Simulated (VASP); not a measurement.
Write the native input for VASP 6.6.1 that does the following.

```
Task                   : single point
Functional             : PBEsol
Potentials or basis    : VASP PAW PBE potentials, release 64 (S)
Cutoff                 : 520 eV
k mesh                 : 20 × 20 × 20
Occupations            : gaussian, width 0.15 eV
Spin                   : no spin polarisation
Dipole correction      : no
Further INCAR settings : ALGO = Normal; EDIFF = 1e-07; NBANDS = 9
```

The structure of S lies in POSCAR:

```
S
1.0
    0.0000000000      1.9444915854      1.9444915854
    1.9444915854      0.0000000000      1.9444915854
    1.9444915854      1.9444915854      0.0000000000
S
1
Direct
    0.0000000000      0.0000000000      0.0000000000
```

This isn't the form of S at room conditions, which is orthorhombic, of S8 rings.

This cell differs from its parent crystal: strain -0.025 along x and y, -0.025 along z.

One way to write it, as run:

INCAR

```
PREC     = Accurate       # precision mode
ENCUT    = 520            # plane-wave cutoff, eV
EDIFF    = 1E-7           # SCF threshold, eV
ISMEAR   = 0              # smearing method
SIGMA    = 0.15           # smearing width, eV
LREAL    = F              # projectors in reciprocal space
LASPH    = T              # aspherical terms in the spheres
NELM     = 60             # most SCF steps
ALGO     = Normal         # electronic algorithm
ISIF     = 2              # what is computed and relaxed
LWAVE    = F              # write WAVECAR
LCHARG   = F              # write CHGCAR
GGA      = PS             # functional
NBANDS   = 9              # bands
```

KPOINTS

```
regular mesh
0
Gamma
  20 20 20
```

Potentials or basis: VASP PAW PBE potentials, release 64 (S).

Command:

```console
$ cat potpaw_PBE.64/S/POTCAR > POTCAR
$ mpirun -np 1 vasp_std > vasp.out
```

It gave:

- Pressure: 1.5 GPa
- Band gap on the k mesh: zero (bands 3 and 4 overlap by 6.56 eV)

Caveat: the cell differs from its parent crystal (strain -0.025 along x and y, -0.025 along z); the PAW data sets were made with another functional, which shifts forces and pressure a little.

Run time: 9.3 s on 1 thread of Intel(R) Xeon(R) 6975P-C (Granite Rapids), with other jobs on the host, peak memory 0.14 GiB.
